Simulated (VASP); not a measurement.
# P (Imma) in VASP: notebook

P is run at these levels: r2SCAN; tasks: single point.

Program: VASP 6.6.1. These are calculated values, not measurements. Logs are shortened: lines on timing, memory, paths and dates and some standing lists are left out, and cuts for length are marked.

## (1) The cell of the first run

Symmetry: Imma, No. 74, orthorhombic system. Conventional cell: a = 3.383 Å, b = 5.030 Å, c = 4.015 Å, α = 90.00°, β = 90.00°, γ = 90.00°. Within 3.1 Å of P (site symmetry mm2) lie 6 P at 2.31 to 2.97 Å.

## (2) Single point, r2SCAN (strain +0.000 along x and y, +0.080 along z)

POSCAR reads:

```
P
1.0
   -1.6915100431      2.5151650373      2.0076596667
    1.6915100431     -2.5151650373      2.0076596667
    1.6915100431      2.5151650373     -2.0076596667
P
2
Direct
    0.8033091100      0.0533091100      0.7500000000
    0.1966908900      0.9466908900      0.2500000000
```

INCAR.step1 reads:

```
PREC     = Accurate       # precision mode
ENCUT    = 520            # plane-wave cutoff, eV
ISMEAR   = 0              # smearing method
SIGMA    = 0.15           # smearing width, eV
LREAL    = False          # projectors in reciprocal space
LASPH    = True           # aspherical terms in the spheres
NELM     = 100            # most SCF steps
NBANDS   = 12             # bands
GGA      = PE             # functional
ALGO     = Normal         # electronic algorithm
EDIFF    = 1E-4           # SCF threshold, eV
LWAVE    = True           # write WAVECAR
LCHARG   = False          # write CHGCAR
```

INCAR.step2 reads:

```
PREC     = Accurate       # precision mode
ENCUT    = 520            # plane-wave cutoff, eV
EDIFF    = 1E-6           # SCF threshold, eV
ISMEAR   = 0              # smearing method
SIGMA    = 0.15           # smearing width, eV
LREAL    = False          # projectors in reciprocal space
LASPH    = True           # aspherical terms in the spheres
NELM     = 100            # most SCF steps
ALGO     = Normal         # electronic algorithm
ISIF     = 2              # what is computed and relaxed
LWAVE    = False          # write WAVECAR
LCHARG   = False          # write CHGCAR
METAGGA  = R2SCAN         # meta-GGA
LMIXTAU  = True         
NBANDS   = 12             # bands
ISTART   = 1
```

KPOINTS reads:

```
regular mesh
0
Gamma
  18 18 18
```

Potentials or basis: VASP PAW PBE potentials, release 64 (P).

Started as:

```bash
$ cat potpaw_PBE.64/P/POTCAR > POTCAR
$ cp INCAR.step1 INCAR
$ mpirun -np 1 vasp_std > vasp.out
$ cp INCAR.step2 INCAR
$ mpirun -np 1 vasp_std > vasp.out
```

OUTCAR:

```text
PREC = Accurate
   ENCUT = 520
   EDIFF = 1E-6
   ISMEAR = 0
   LREAL = False
   LASPH = True
   NELM = 100
   ISIF = 2
   METAGGA = R2SCAN
   ISTART = 1

 ion  position               nearest neighbor table
   1  0.803  0.053  0.750-   2 2.31   2 2.31   2 2.55   2 2.55
   2  0.197  0.947  0.250-   1 2.31   1 2.31   1 2.55   1 2.55

  LATTYP: Found a body centered orthorhombic cell.
 ALAT       =     3.3830200862
 B/A-ratio  =     1.1869037816
 C/A-ratio  =     1.4869347348

  Lattice vectors:

 A1 = (   1.6915100431,  -2.5151650373,  -2.0076596667)
 A2 = (  -1.6915100431,  -2.5151650373,   2.0076596667)
 A3 = (  -1.6915100431,   2.5151650373,  -2.0076596667)

Analysis of symmetry for initial positions (statically):
=====================================================================
 Subroutine PRICEL returns:
 Original cell was already a primitive cell.

 Routine SETGRP: Setting up the symmetry group for a
 body centered orthorhombic supercell.

 Subroutine GETGRP returns: Found  8 space group operations
 (whereof  4 operations were pure point group operations)
 out of a pool of  8 trial point group operations.

The static configuration has the point symmetry C_2h.
 The point group associated with its full space group is D_2h.

Analysis of symmetry for dynamics (positions and initial velocities):
=====================================================================
 Subroutine PRICEL returns:
 Original cell was already a primitive cell.

 Routine SETGRP: Setting up the symmetry group for a
 body centered orthorhombic supercell.

 Subroutine GETGRP returns: Found  8 space group operations
 (whereof  4 operations were pure point group operations)
 out of a pool of  8 trial point group operations.

The dynamic configuration has the point symmetry C_2h.
 The point group associated with its full space group is D_2h.

 Subroutine INISYM returns: Found  8 space group operations
 (whereof  4 operations are pure point group operations),
 and found     1 'primitive' translations

----------------------------------------------------------------------------------------

                                     Primitive cell

  volume of cell :      34.1658

  direct lattice vectors                    reciprocal lattice vectors
    -1.691510043  2.515165037  2.007659667     0.000000000  0.198794112  0.249046195
     1.691510043 -2.515165037  2.007659667     0.295593870  0.000000000  0.249046195
     1.691510043  2.515165037 -2.007659667     0.295593870  0.198794112  0.000000000

  length of vectors
     3.635651073  3.635651073  3.635651073     0.318658290  0.386522629  0.356223013

  position of ions in fractional coordinates (direct lattice)
     0.803309110  0.053309110  0.750000000
     0.196690890  0.946690890  0.250000000

  ion indices of the primitive-cell ions
   primitive index   ion index
                 1           1
                 2           2

----------------------------------------------------------------------------------------

 KPOINTS: regular mesh

Automatic generation of k-mesh.
 Grid dimensions read from file:
 generate k-points for:   18   18   18

 Generating k-lattice:

  Cartesian coordinates                     Fractional coordinates (reciprocal lattice)
     0.000000000  0.011044117  0.013835900     0.055555556  0.000000000  0.000000000
     0.016421882  0.000000000  0.013835900     0.000000000  0.055555556  0.000000000
     0.016421882  0.011044117  0.000000000     0.000000000  0.000000000  0.055555556

  Length of vectors
     0.017703238  0.021473479  0.019790167

  Shift w.r.t. Gamma in fractional coordinates (k-lattice)
     0.000000000  0.000000000  0.000000000

 Subroutine IBZKPT returns following result:
 ===========================================

 Found    865 irreducible k-points:

 Following reciprocal coordinates:
            Coordinates               Weight
  0.000000  0.000000  0.000000      1.000000
  0.055556  0.000000 -0.000000      4.000000
  0.111111  0.000000 -0.000000      4.000000
  0.166667  0.000000 -0.000000      4.000000
  0.222222  0.000000  0.000000      4.000000
  0.277778  0.000000  0.000000      4.000000
[... 16 lines left out ...]
 -0.333333  0.055556  0.000000      8.000000
 -0.277778  0.055556 -0.000000      8.000000
 [... further k-points ...]
   k-points           NKPTS =    865   k-points in BZ     NKDIM =    865   number of bands    NBANDS=     12
   number of dos      NEDOS =    301   number of ions     NIONS =      2
   total plane-waves  NPLWV =  21952
   dimension x,y,z NGX =    28 NGY =   28 NGZ =   28
   dimension x,y,z NGXF=    56 NGYF=   56 NGZF=   56
   ions per type =               2
   NGX,Y,Z   is equivalent  to a cutoff of  12.80, 12.80, 12.80 a.u.
   NGXF,Y,Z  is equivalent  to a cutoff of  25.61, 25.61, 25.61 a.u.
 SYSTEM =  unknown system
   PREC   = accura    normal or accurate (medium, high low for compatibility)
   ISTART =      1    job   : 0-new  1-cont  2-samecut
   ICHARG =      0    charge: 1-file 2-atom 10-const
   ISPIN  =      1    spin polarized calculation?
   LNONCOLLINEAR =      F non collinear calculations
   LSORBIT =      F    spin-orbit coupling
   LASPH  =      T    aspherical Exc in radial PAW
   ENCUT  =  520.0 eV  38.22 Ry    6.18 a.u.   6.76  6.76  6.76*2*pi/ulx,y,z
   NELM   =    100;   NELMIN=  2; NELMDL=  0     # of ELM steps
   EDIFF  = 0.1E-05   stopping-criterion for ELM
   LREAL  =      F    real-space projection
   EDIFFG = 0.1E-04   stopping-criterion for IOM
   NSW    =      0    number of steps for IOM
   IBRION =     -1    ionic relax: 0-MD 1-quasi-New 2-CG
   NFREE  =      0    steps in history (QN), initial steepest desc. (CG)
   ISIF   =      2    stress and relaxation
   ISYM   =      2    0-nonsym 1-usesym 2-fastsym
   POTIM  = 0.5000    time-step for ionic-motion
   TEBEG  =    0.0;   TEEND  =   0.0 temperature during run
   PSTRESS=    0.0 pullay stress
   NELECT =      10.0000    total number of electrons
   NUPDOWN=      -1.0000    fix difference up-down
   EMIN   =  10.00;   EMAX   =-10.00  energy-range for DOS
   EFERMI =   0.00;   METHOD = LEGACY
   ISMEAR =     0;   SIGMA  =   0.15  broadening in eV -4-tet -1-fermi 0-gaus
   EFERMI_NEDOS =   21; number of points for ismear=-14 and -15
   IALGO  =     38    algorithm
   IMIX   =      4    mixing-type and parameters
     AMIX     =   0.40;   BMIX     =  1.00
     AMIX_MAG =   1.60;   BMIX_MAG =  1.00
  volume/ion in A,a.u.               =      17.08       115.28
  Fermi-wavevector in a.u.,A,eV,Ry     =   1.086954  2.054045 16.074858  1.181469
  Thomas-Fermi vector in A             =   2.223102
   LORBIT       =      0    0 simple, 1 ext, 2 COOP (PROOUT), +10 PAW based schemes
   METAGGA = R2SCAN    functional components
   LHFCALC =     F    Hartree Fock is set to
   AEXX    =    0.0000 exact exchange contribution
   IVDW    =     0    specifies the selected vdW correction
   LEPSILON=     F    determine dielectric tensor
   LRPA    =     F    only Hartree local field effects (RPA)
 non-spin polarized calculation
 Gauss-broadening in eV      SIGMA  =   0.15
  energy-cutoff  :      520.00
  volume of cell :       34.17
 maximum number of plane-waves:       934
   NGX = 13   NGY = 13   NGZ = 13

 number of electron       9.9999999 magnetization

 Free energy of the ion-electron system (eV)
  ---------------------------------------------------
  ext. energy  EPLUGINS =         0.00000000
  ---------------------------------------------------
  free energy    TOTEN  =       -17.66871438 eV

  energy without entropy =      -17.66541262  energy(sigma->0) =      -17.66706350

 E-fermi :   7.9983     XC(G=0): -11.0338

 val. band max:        7.9795323361   @ k =  -0.3889   0.4444   0.0556
 cond. band min:       8.0035308195   @ k =   0.5000   0.5000   0.0556
 fundamental gap:      0.0239984834
 Fermi energy:         7.9983229721

 k-point     1 :       0.0000    0.0000    0.0000
  band No.  band energies     occupation
      1      -8.5281      2.00000
      2       4.0259      2.00000
      3       4.5877      2.00000
      4       5.1298      2.00000
      5       5.7668      2.00000
      6       9.5403      0.00000
      7      10.9159      0.00000
      8      11.4619      0.00000
      9      14.2512      0.00000
     10      15.2411      0.00000
     11      15.4188      0.00000
     12      15.5911      0.00000

 k-point     2 :       0.0556    0.0000   -0.0000
  band No.  band energies     occupation
      1      -8.4874      2.00000
      2       3.3098      2.00000
      3       4.8915      2.00000
      4       5.4304      2.00000
      5       5.7437      2.00000
      6       9.6587      0.00000
      7      10.8471      0.00000
      8      11.3521      0.00000
      9      14.3185      0.00000
     10      14.5836      0.00000
     11      15.3138      0.00000
     12      16.3936      0.00000

 k-point     3 :       0.1111    0.0000   -0.0000
  band No.  band energies     occupation
      1      -8.3659      2.00000
      2       2.2830      2.00000
      3       4.9849      2.00000
      4       5.6792      2.00000
      5       6.0411      2.00000
      6       9.9592      0.00000
      7      10.6444      0.00000
      8      11.0634      0.00000
      9      14.0218      0.00000
     10      14.5540      0.00000
     11      15.1270      0.00000
     12      17.0019      0.00000
[... 286 lines left out ...]
 k-point    23 :      -0.3333    0.0556    0.0000
  band No.  band energies     occupation
      1      -7.3513      2.00000
      2      -1.1596      2.00000
      3       4.7971      2.00000
      4       5.7047      2.00000
      5       6.9957      2.00000
      6       9.3152      0.00000
      7       9.5972      0.00000
      8      10.6682      0.00000
      9      14.7558      0.00000
     10      15.1779      0.00000
     11      17.2435      0.00000
     12      19.6925      0.00000

 k-point    24 :      -0.2778    0.0556   -0.0000
  band No.  band energies     occupation
      1      -7.7157      2.00000
      2      -0.2009      2.00000
      3       4.8392      2.00000
      4       5.5581      2.00000
      5       6.9634      2.00000
      6       9.5951      0.00000
      7       9.9138      0.00000
      8      10.8157      0.00000
      9      14.2649      0.00000
     10      14.7099      0.00000
     11      16.3105      0.00000
     12      18.6704      0.00000

 [... further k-points ...]

------------------------ aborting loop because EDIFF is reached ----------------------------------------

  FORCE on cell =-STRESS in cart. coord.  units (eV):
  Direction    XX          YY          ZZ          XY          YZ          ZX
  --------------------------------------------------------------------------------------
  -------------------------------------------------------------------------------------
  Total       -0.9734669      0.1956020     -2.2648353      0.0000000      0.0000000      0.0000000
  in kB      -45.6499831      9.1726076   -106.2077109      0.0000000      0.0000000      0.0000000
  external PRESSURE =     -47.5616954 kB  Pullay stress =       0.0000000 kB

 VOLUME and BASIS-vectors are now :
 -----------------------------------------------------------------------------
  energy-cutoff  :      520.00
  volume of cell :       34.17
      direct lattice vectors                 reciprocal lattice vectors
    -1.691510043  2.515165037  2.007659667     0.000000000  0.198794112  0.249046195
     1.691510043 -2.515165037  2.007659667     0.295593870  0.000000000  0.249046195
     1.691510043  2.515165037 -2.007659667     0.295593870  0.198794112  0.000000000

 POSITION                                       TOTAL-FORCE (eV/Angst)
 -----------------------------------------------------------------------------------
      0.00000      3.77275      0.21405         0.000000      0.000000      0.923240
      1.69151     -1.25758      1.79361        -0.000000     -0.000000     -0.923240
 -----------------------------------------------------------------------------------
    total drift:                                0.000000     -0.000000     -0.000000

  FREE ENERGIE OF THE ION-ELECTRON SYSTEM (eV)
  ---------------------------------------------------
  free  energy   TOTEN  =       -17.6687143841 eV

  energy  without entropy=      -17.6654126173  energy(sigma->0) =      -17.66706350
```

It took 15 min on 1 thread of Oxide Virtual Turin-like, shared host; peak memory 0.34 GiB.

Results:

| Quantity | Value |
| --- | --- |
| Free energy | -17.6687 eV |
| Pressure | -4.8 GPa |
| Largest force | 0.923 eV/Å |
| Band gap on the k mesh | zero (band 5 reaches 8.32 eV, above the bottom of band 6 at 7.79 eV) |

Forces on the atoms (eV/Å):
```
P    0.000  0.000  0.923
P    0.000  0.000 -0.923
```

Stress tensor (GPa, compression positive):
```
 -4.56   0.00   0.00
  0.00   0.92   0.00
  0.00   0.00 -10.62
```

Caveat: the cell differs from its parent crystal (strain +0.000 along x and y, +0.080 along z); the PAW data sets were made with another functional, which shifts forces and pressure a little.

## (3) Single point, r2SCAN (strain +0.040 along x and y, +0.000 along z)

POSCAR reads:

```
P
1.0
   -1.7591704448      2.6157716388      1.8589441358
    1.7591704448     -2.6157716388      1.8589441358
    1.7591704448      2.6157716388     -1.8589441358
P
2
Direct
    0.8033091100      0.0533091100      0.7500000000
    0.1966908900      0.9466908900      0.2500000000
```

INCAR.step1 reads:

```
  ALGO = Normal
  EDIFF = 1E-4
  ENCUT = 520
  GGA = PE
  ISMEAR = 0
  LASPH = T
  LCHARG = F
  LREAL = F
  LWAVE = T
  NBANDS = 12
  NELM = 80
  PREC = Accurate
  SIGMA = 0.15
```

INCAR.step2 reads:

```
  ALGO = Normal
  EDIFF = 1E-7
  ENCUT = 520
  ISIF = 2
  ISMEAR = 0
  ISTART = 1
  LASPH = T
  LCHARG = F
  LMIXTAU = T
  LREAL = F
  LWAVE = F
  METAGGA = R2SCAN
  NBANDS = 12
  NELM = 80
  PREC = Accurate
  SIGMA = 0.15
```

KPOINTS reads:

```
k-points
0
Gamma
  18 18 18
```

Potentials or basis: VASP PAW PBE potentials, release 64 (P).

Started as:

```bash
$ cat potpaw_PBE.64/P/POTCAR > POTCAR
$ cp INCAR.step1 INCAR
$ mpirun -np 1 vasp_std > vasp.out
$ cp INCAR.step2 INCAR
$ mpirun -np 1 vasp_std > vasp.out
```

It took 12 min on 1 thread of Oxide Virtual Turin-like, shared host; peak memory 0.34 GiB.

Results (log left out):

| Property | Result |
| --- | --- |
| Free energy | -17.6865 eV |
| Pressure | -6.3 GPa |
| Largest force | 0.222 eV/Å |
| Band gap on the k mesh | zero (band 5 reaches 8.60 eV, above the bottom of band 6 at 7.39 eV) |

Forces in eV/Å, atoms in the order of the input:
```
P    0.000  0.000  0.222
P    0.000  0.000 -0.222
```

Stress tensor (GPa, compression positive):
```
-8.77  0.00  0.00
 0.00 -8.70  0.00
 0.00  0.00 -1.38
```

Levels at points of the mesh, in eV from the Fermi level:
| k point | band 3 | band 4 | band 5 | band 6 | band 7 | band 8 |
| --- | --- | --- | --- | --- | --- | --- |
| (0.00, 0.00, 0.00) | -3.21 | -2.87 | -1.87 | 1.71 | 2.50 | 4.52 |
| (0.50, 0.00, 0.00) | -3.37 | -1.75 | -1.37 | 0.28 | 0.87 | 1.83 |
| (0.00, 0.50, 0.00) | -6.48 | -5.39 | -4.83 | 1.09 | 6.82 | 7.30 |
| (0.50, 0.50, 0.00) | -3.07 | -3.07 | -0.13 | -0.13 | 0.90 | 0.90 |
| (0.50, 0.50, 0.50) | -7.82 | -5.23 | -4.76 | 0.72 | 6.69 | 8.29 |

Caveat: the cell differs from its parent crystal (strain +0.040 along x and y, +0.000 along z); the PAW data sets were made with another functional, which shifts forces and pressure a little.
